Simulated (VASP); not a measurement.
# MgS (Fm-3m) in VASP: a series of runs

MgS is run at these levels: PBE; tasks: single point.

Program: VASP 6.6.1. These are calculated values, not measurements. Logs are shortened: lines on timing, memory, paths and dates and some standing lists are left out, and cuts for length are marked.

### 1 The cell of the first run

The structure is cubic, space group Fm-3m (No. 225). The conventional cell has a = 5.160 Å, b = 5.160 Å, c = 5.160 Å, α = 90.00°, β = 90.00°, γ = 90.00°. Mg (site symmetry m-3m) has 6 S at 2.58 Å within 3.4 Å. Within 3.4 Å of S (site symmetry m-3m) lie 6 Mg at 2.58 Å.

### 2 Single point, PBE

Input file INCAR:

```
SYSTEM = MgS
PREC = Accurate
ENCUT = 600
EDIFF = 1E-6
ISMEAR = 0
SIGMA = 0.01
LREAL = .FALSE.
LASPH = .TRUE.
NELM = 120
ALGO = Normal
ISIF = 2
LWAVE = .FALSE.
LCHARG = .TRUE.
GGA = PE
LELF = .TRUE.
LVHAR = .TRUE.
NBANDS = 11
GGA_COMPAT = .FALSE.
```

Input file KPOINTS:

```
Automatic mesh
0
G
  4 4 4
  0 0 0
```

Input file POSCAR:

```
MgS
1.0
    0.0000000000      2.5800000000      2.5800000000
    2.5800000000      0.0000000000      2.5800000000
    2.5800000000      2.5800000000      0.0000000000
Mg S
1 1
Direct
    0.0000000000      0.0000000000      0.0000000000
    0.5000000000      0.5000000000      0.5000000000
```

Potentials or basis: VASP PAW PBE potentials, release 64 (Mg, S).

The run is started by

```sh
$ cat potpaw_PBE.64/Mg/POTCAR potpaw_PBE.64/S/POTCAR > POTCAR
$ mpirun -np 1 vasp_std > vasp.out
```

OUTCAR:

```text
SYSTEM = MgS
   PREC = Accurate
   ENCUT = 600
   EDIFF = 1E-6
   ISMEAR = 0
   LREAL = .FALSE.
   LASPH = .TRUE.
   NELM = 120
   ISIF = 2
   GGA = PE

 ion  position               nearest neighbor table
   1  0.000  0.000  0.000-   2 2.58   2 2.58   2 2.58   2 2.58   2 2.58   2 2.58
   2  0.500  0.500  0.500-   1 2.58   1 2.58   1 2.58   1 2.58   1 2.58   1 2.58

  LATTYP: Found a face centered cubic cell.
 ALAT       =     5.1600000000

  Lattice vectors:

 A1 = (   0.0000000000,   2.5800000000,   2.5800000000)
 A2 = (   2.5800000000,   0.0000000000,   2.5800000000)
 A3 = (   2.5800000000,   2.5800000000,   0.0000000000)

Analysis of symmetry for initial positions (statically):
=====================================================================
 Subroutine PRICEL returns:
 Original cell was already a primitive cell.

 Routine SETGRP: Setting up the symmetry group for a
 face centered cubic supercell.

 Subroutine GETGRP returns: Found 48 space group operations
 (whereof 48 operations were pure point group operations)
 out of a pool of 48 trial point group operations.

The static configuration has the point symmetry O_h .

Analysis of symmetry for dynamics (positions and initial velocities):
=====================================================================
 Subroutine PRICEL returns:
 Original cell was already a primitive cell.

 Routine SETGRP: Setting up the symmetry group for a
 face centered cubic supercell.

 Subroutine GETGRP returns: Found 48 space group operations
 (whereof 48 operations were pure point group operations)
 out of a pool of 48 trial point group operations.

The dynamic configuration has the point symmetry O_h .

 Subroutine INISYM returns: Found 48 space group operations
 (whereof 48 operations are pure point group operations),
 and found     1 'primitive' translations

----------------------------------------------------------------------------------------

                                     Primitive cell

  volume of cell :      34.3470

  direct lattice vectors                    reciprocal lattice vectors
     0.000000000  2.580000000  2.580000000    -0.193798450  0.193798450  0.193798450
     2.580000000  0.000000000  2.580000000     0.193798450 -0.193798450  0.193798450
     2.580000000  2.580000000  0.000000000     0.193798450  0.193798450 -0.193798450

  length of vectors
     3.648670991  3.648670991  3.648670991     0.335668761  0.335668761  0.335668761

  position of ions in fractional coordinates (direct lattice)
     0.000000000  0.000000000  0.000000000
     0.500000000  0.500000000  0.500000000

  ion indices of the primitive-cell ions
   primitive index   ion index
                 1           1
                 2           2

----------------------------------------------------------------------------------------

 KPOINTS: Automatic mesh

Automatic generation of k-mesh.
 Grid dimensions read from file:
 generate k-points for:    4    4    4

 Generating k-lattice:

  Cartesian coordinates                     Fractional coordinates (reciprocal lattice)
    -0.048449612  0.048449612  0.048449612     0.250000000  0.000000000  0.000000000
     0.048449612 -0.048449612  0.048449612     0.000000000  0.250000000  0.000000000
     0.048449612  0.048449612 -0.048449612     0.000000000  0.000000000  0.250000000

  Length of vectors
     0.083917190  0.083917190  0.083917190

  Shift w.r.t. Gamma in fractional coordinates (k-lattice)
     0.000000000  0.000000000  0.000000000

 Subroutine IBZKPT returns following result:
 ===========================================

 Found      8 irreducible k-points:

 Following reciprocal coordinates:
            Coordinates               Weight
  0.000000  0.000000  0.000000      1.000000
  0.250000  0.000000  0.000000      8.000000
  0.500000  0.000000  0.000000      4.000000
  0.250000  0.250000  0.000000      6.000000
  0.500000  0.250000  0.000000     24.000000
 -0.250000  0.250000  0.000000     12.000000
  0.500000  0.500000  0.000000      3.000000
 -0.250000  0.500000  0.250000      6.000000
   k-points           NKPTS =      8   k-points in BZ     NKDIM =      8   number of bands    NBANDS=     11
   number of dos      NEDOS =    301   number of ions     NIONS =      2
   total plane-waves  NPLWV =  27000
   dimension x,y,z NGX =    30 NGY =   30 NGZ =   30
   dimension x,y,z NGXF=    60 NGYF=   60 NGZF=   60
   ions per type =               1   1
   NGX,Y,Z   is equivalent  to a cutoff of  13.67, 13.67, 13.67 a.u.
   NGXF,Y,Z  is equivalent  to a cutoff of  27.34, 27.34, 27.34 a.u.
 SYSTEM =  MgS
   PREC   = accura    normal or accurate (medium, high low for compatibility)
   ISTART =      0    job   : 0-new  1-cont  2-samecut
   ICHARG =      2    charge: 1-file 2-atom 10-const
   ISPIN  =      1    spin polarized calculation?
   LNONCOLLINEAR =      F non collinear calculations
   LSORBIT =      F    spin-orbit coupling
   LASPH  =      T    aspherical Exc in radial PAW
   ENCUT  =  600.0 eV  44.10 Ry    6.64 a.u.   7.29  7.29  7.29*2*pi/ulx,y,z
   NELM   =    120;   NELMIN=  2; NELMDL= -5     # of ELM steps
   EDIFF  = 0.1E-05   stopping-criterion for ELM
   LREAL  =      F    real-space projection
   EDIFFG = 0.1E-04   stopping-criterion for IOM
   NSW    =      0    number of steps for IOM
   IBRION =     -1    ionic relax: 0-MD 1-quasi-New 2-CG
   NFREE  =      0    steps in history (QN), initial steepest desc. (CG)
   ISIF   =      2    stress and relaxation
   ISYM   =      2    0-nonsym 1-usesym 2-fastsym
   POTIM  = 0.5000    time-step for ionic-motion
   TEBEG  =    0.0;   TEEND  =   0.0 temperature during run
   PSTRESS=    0.0 pullay stress
   NELECT =       8.0000    total number of electrons
   NUPDOWN=      -1.0000    fix difference up-down
   EMIN   =  10.00;   EMAX   =-10.00  energy-range for DOS
   EFERMI =   0.00;   METHOD = LEGACY
   ISMEAR =     0;   SIGMA  =   0.01  broadening in eV -4-tet -1-fermi 0-gaus
   EFERMI_NEDOS =   21; number of points for ismear=-14 and -15
   IALGO  =     38    algorithm
   IMIX   =      4    mixing-type and parameters
     AMIX     =   0.40;   BMIX     =  1.00
     AMIX_MAG =   1.60;   BMIX_MAG =  1.00
  volume/ion in A,a.u.               =      17.17       115.89
  Fermi-wavevector in a.u.,A,eV,Ry     =   1.007260  1.903446 13.804113  1.014574
  Thomas-Fermi vector in A             =   2.140054
   LORBIT       =      0    0 simple, 1 ext, 2 COOP (PROOUT), +10 PAW based schemes
   GGA     = PE    functional components
   LHFCALC =     F    Hartree Fock is set to
   AEXX    =    0.0000 exact exchange contribution
   IVDW    =     0    specifies the selected vdW correction
   LEPSILON=     F    determine dielectric tensor
   LRPA    =     F    only Hartree local field effects (RPA)
 non-spin polarized calculation
 Gauss-broadening in eV      SIGMA  =   0.01
  energy-cutoff  :      600.00
  volume of cell :       34.35
 maximum number of plane-waves:      1162
 NGX is ok and might be reduce to    30
   NGX = 15   NGY = 15   NGZ = 15

 number of electron       8.0000000 magnetization

 Free energy of the ion-electron system (eV)
  ---------------------------------------------------
  ext. energy  EPLUGINS =         0.00000000
  ---------------------------------------------------
  free energy    TOTEN  =        -8.44185789 eV

  energy without entropy =       -8.44185789  energy(sigma->0) =       -8.44185789

 E-fermi :   4.0941     XC(G=0):  -9.7838

 val. band max:        3.9808019803   @ k =   0.0000   0.0000   0.0000
 cond. band min:       6.7850243786   @ k =   0.5000   0.5000   0.0000
 fundamental gap:      2.8042223983
 Fermi energy:         4.0940801862

 k-point     1 :       0.0000    0.0000    0.0000
  band No.  band energies     occupation
      1      -8.8327      2.00000
      2       3.9808      2.00000
      3       3.9808      2.00000
      4       3.9808      2.00000
      5       7.8812      0.00000
      6      11.8992      0.00000
      7      11.8992      0.00000
      8      11.8992      0.00000
      9      14.3396      0.00000
     10      14.3396      0.00000
     11      16.5594      0.00000

 k-point     2 :       0.2500    0.0000    0.0000
  band No.  band energies     occupation
      1      -8.2474      2.00000
      2       1.1039      2.00000
      3       3.6420      2.00000
      4       3.6420      2.00000
      5       9.0197      0.00000
      6      11.8069      0.00000
      7      11.8069      0.00000
      8      12.4192      0.00000
      9      14.2982      0.00000
     10      14.2982      0.00000
     11      16.0175      0.00000

 k-point     3 :       0.5000    0.0000    0.0000
  band No.  band energies     occupation
      1      -7.4574      2.00000
      2      -0.9954      2.00000
      3       3.3607      2.00000
      4       3.3607      2.00000
      5       8.5495      0.00000
      6      10.8953      0.00000
      7      10.8953      0.00000
      8      14.3523      0.00000
      9      16.2667      0.00000
     10      18.4538      0.00000
     11      18.4538      0.00000

 k-point     4 :       0.2500    0.2500    0.0000
  band No.  band energies     occupation
      1      -8.0632      2.00000
      2       1.3726      2.00000
      3       2.9717      2.00000
      4       2.9717      2.00000
      5       9.0644      0.00000
      6       9.5333      0.00000
      7      12.3655      0.00000
      8      14.2447      0.00000
      9      14.2447      0.00000
     10      15.3492      0.00000
     11      19.5227      0.00000

 k-point     5 :       0.5000    0.2500    0.0000
  band No.  band energies     occupation
      1      -7.2844      2.00000
      2      -0.1855      2.00000
      3       1.6913      2.00000
      4       2.7278      2.00000
      5       8.4022      0.00000
      6      10.7596      0.00000
      7      12.8971      0.00000
      8      13.0155      0.00000
      9      16.8675      0.00000
     10      18.6377      0.00000
     11      19.7212      0.00000

 k-point     6 :      -0.2500    0.2500    0.0000
  band No.  band energies     occupation
      1      -7.5384      2.00000
      2       0.1818      2.00000
      3       1.5578      2.00000
      4       3.3192      2.00000
      5       9.6783      0.00000
      6      11.7448      0.00000
      7      11.9134      0.00000
      8      11.9916      0.00000
      9      14.5264      0.00000
     10      18.3156      0.00000
     11      19.4189      0.00000

 k-point     7 :       0.5000    0.5000    0.0000
  band No.  band energies     occupation
      1      -7.0648      2.00000
      2      -0.3555      2.00000
      3       2.2363      2.00000
      4       2.2363      2.00000
      5       6.7850      0.00000
      6       8.2796      0.00000
      7      16.2327      0.00000
      8      16.8558      0.00000
      9      17.5993      0.00000
     10      17.5993      0.00000
     11      19.9200      0.00000

 k-point     8 :      -0.2500    0.5000    0.2500
  band No.  band energies     occupation
      1      -7.0162      2.00000
      2       0.6350      2.00000
      3       0.6350      2.00000
      4       1.5435      2.00000
      5       9.3127      0.00000
      6      11.9642      0.00000
      7      11.9642      0.00000
      8      12.1282      0.00000
      9      18.5520      0.00000
     10      18.5520      0.00000
     11      19.8953      0.00000

------------------------ aborting loop because EDIFF is reached ----------------------------------------

  FORCE on cell =-STRESS in cart. coord.  units (eV):
  Direction    XX          YY          ZZ          XY          YZ          ZX
  --------------------------------------------------------------------------------------
  -------------------------------------------------------------------------------------
  Total        0.7202757      0.7202757      0.7202757     -0.0000000      0.0000000     -0.0000000
  in kB       33.5985272     33.5985272     33.5985272     -0.0000000      0.0000000     -0.0000000
  external PRESSURE =      33.5985272 kB  Pullay stress =       0.0000000 kB

 VOLUME and BASIS-vectors are now :
 -----------------------------------------------------------------------------
  energy-cutoff  :      600.00
  volume of cell :       34.35
      direct lattice vectors                 reciprocal lattice vectors
     0.000000000  2.580000000  2.580000000    -0.193798450  0.193798450  0.193798450
     2.580000000  0.000000000  2.580000000     0.193798450 -0.193798450  0.193798450
     2.580000000  2.580000000  0.000000000     0.193798450  0.193798450 -0.193798450

 POSITION                                       TOTAL-FORCE (eV/Angst)
 -----------------------------------------------------------------------------------
      0.00000      0.00000      0.00000         0.000000     -0.000000     -0.000000
      2.58000      2.58000      2.58000        -0.000000      0.000000      0.000000
 -----------------------------------------------------------------------------------
    total drift:                               -0.000000     -0.000000      0.000000

  FREE ENERGIE OF THE ION-ELECTRON SYSTEM (eV)
  ---------------------------------------------------
  free  energy   TOTEN  =        -8.4418578885 eV

  energy  without entropy=       -8.4418578885  energy(sigma->0) =       -8.44185789
```

Wall time 12 s (1 thread of Intel Xeon 8259CL, shared host); peak memory 0.16 GiB.

What came out:

```yaml
Free_energy: -8.4419 eV
Pressure: 3.4 GPa
Band_gap_on_the_k_mesh: 2.80 eV, indirect (least direct gap 3.90 eV)
```

Levels at points of the mesh, in eV from the valence-band top:
```
           k point  band 1  band 2  band 3  band 4  band 5  band 6  band 7  band 8
(0.00, 0.00, 0.00)  -12.81    0.00    0.00    0.00    3.90    7.92    7.92    7.92
(0.50, 0.00, 0.00)  -11.44   -4.98   -0.62   -0.62    4.57    6.91    6.91   10.37
(0.50, 0.50, 0.00)  -11.05   -4.34   -1.74   -1.74    2.80    4.30   12.25   12.87
```

Caveat: the k points lie up to 0.53 Å⁻¹ apart.

### 3 Single point, PBE

Input file INCAR:

```
PREC = Accurate
ENCUT = 600
EDIFF = 1E-6
ISMEAR = 0
SIGMA = 0.01
LREAL = F
LASPH = T
NELM = 120
ALGO = Normal
ISIF = 2
LWAVE = F
LCHARG = F
GGA = PE
NBANDS = 11
GGA_COMPAT = F
```

Input file KPOINTS:

```
Automatic mesh
0
Gamma
  4 4 4
```

POSCAR is that of step 2.

Potentials or basis: VASP PAW PBE potentials, release 64 (Mg, S).

The run is started by

```sh
$ cat potpaw_PBE.64/Mg/POTCAR potpaw_PBE.64/S/POTCAR > POTCAR
$ mpirun -np 1 vasp_std > vasp.out
```

Run time: 11 s. Hardware: 1 thread of Intel Xeon 8259CL, shared host; peak memory 0.16 GiB.

It converged, with:

```yaml
Free_energy: -8.4419 eV
Pressure: 3.4 GPa
Band_gap_on_the_k_mesh: 2.80 eV, indirect (least direct gap 3.90 eV)
```

Levels at points of the mesh, in eV from the valence-band top:
| k point | band 2 | band 3 | band 4 | band 5 | band 6 | band 7 |
| --- | --- | --- | --- | --- | --- | --- |
| (0.00, 0.00, 0.00) | 0.00 | 0.00 | 0.00 | 3.90 | 7.92 | 7.92 |
| (0.50, 0.00, 0.00) | -4.98 | -0.62 | -0.62 | 4.57 | 6.91 | 6.91 |
| (0.50, 0.50, 0.00) | -4.34 | -1.74 | -1.74 | 2.80 | 4.30 | 12.25 |

Caveat: the k points lie up to 0.53 Å⁻¹ apart. PBE gaps usually lie below the measured ones, often by a third to a half.

### 4 Single point, PBE

This run uses another cell than the first one, of 16.14 Å³/atom, 0.940 times its volume.

Input file INCAR:

```
SYSTEM = MgS
  PREC = Accurate
  ENCUT = 600
  EDIFF = 1E-6
  ISMEAR = 0
  SIGMA = 0.01
  LREAL = .False.
  LASPH = .True.
  NELM = 120
  ALGO = Normal
  ISIF = 2
  LWAVE = .False.
  LCHARG = .False.
  GGA = PE
  NBANDS = 11
  GGA_COMPAT = .False.
```

Input file KPOINTS:

```
Automatic mesh
0
Gamma
  4 4 4
  0 0 0
```

Input file POSCAR:

```
MgS
1.0
    0.0000000000      2.5273321600      2.5273321600
    2.5273321600      0.0000000000      2.5273321600
    2.5273321600      2.5273321600      0.0000000000
Mg S
1 1
Direct
    0.0000000000      0.0000000000      0.0000000000
    0.5000000000      0.5000000000      0.5000000000
```

The run is started by

```sh
$ cat potpaw_PBE.64/Mg/POTCAR potpaw_PBE.64/S/POTCAR > POTCAR
$ mpirun -np 1 vasp_std > vasp.out
```

Wall time 9.6 s (1 thread of Intel Xeon 8259CL, shared host); peak memory 0.16 GiB.

Results (log left out):

```yaml
Free_energy: -8.3609 eV
Pressure: 9.5 GPa
Band_gap_on_the_k_mesh: 2.93 eV, indirect (least direct gap 4.43 eV)
```

Levels at points of the mesh, in eV from the valence-band top:
```
           k point  band 1  band 2  band 3  band 4  band 5  band 6  band 7  band 8  band 9
(0.00, 0.00, 0.00)  -13.20    0.00    0.00    0.00    4.43    7.86    7.86    7.86   10.42
(0.50, 0.00, 0.00)  -11.65   -5.33   -0.70   -0.70    4.65    6.98    6.98   11.05   12.67
(0.50, 0.50, 0.00)  -11.20   -4.68   -1.89   -1.89    2.93    4.09   12.89   13.05   14.28
```

Caveat: the k points lie up to 0.54 Å⁻¹ apart. As with any semilocal functional, this PBE gap is likely too small.

(Continued in part 2 of 2.)
